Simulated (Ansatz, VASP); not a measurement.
**One calculation of ZnO, two programs**

```xyz
4
Lattice="3.2493 0.0000 0.0000 -1.6247 2.8140 0.0000 0.0000 0.0000 5.2057" Properties=species:S:1:pos:R:3 pbc="T T T"
Zn    0.0000    1.8760    2.6029
Zn    1.6247    0.9380    0.0000
O     1.6247    0.9380    1.9730
O     0.0000    1.8760    4.5759
```

Alike in both runs: task electric field gradients; functional LDA; k mesh 8 × 8 × 5; occupations fermi-dirac, width 0.02 eV; no spin polarisation.

|  | VASP | Ansatz |
| --- | --- | --- |
| version | VASP 6.6.1 | Ansatz 0.2.0 |
| potentials or method | VASP PAW LDA potentials, release 64 (Zn, O) | plane-wave PAW, scalar-relativistic |
| plane-wave cutoff (eV) | 520 | 420 |
| valence electrons in the cell | 36 | 36 |

|  | VASP | Ansatz | Ansatz less VASP |
| --- | --- | --- | --- |
| gap on the k mesh at the Fermi level (eV) | 0.74 | 0.74 | -0.007 |
| pressure (GPa) | -6.0 | -7.1 | -1.05 |
| traceless stress, the component that is largest in VASP (GPa) | 1.20 | 1.16 | -0.038 |
| rms of the force components (eV/Å) | 0.032 | 0.030 | -0.0023 |
| size of Vzz on the site where it differs most (V/Å²) | 2.1 | 2.0 | -0.06 |

LDA's correlation is that of Perdew and Zunger in VASP and of Perdew and Wang (1992) in Ansatz. Atom by atom the forces differ by 0.002 eV/Å (rms over components).
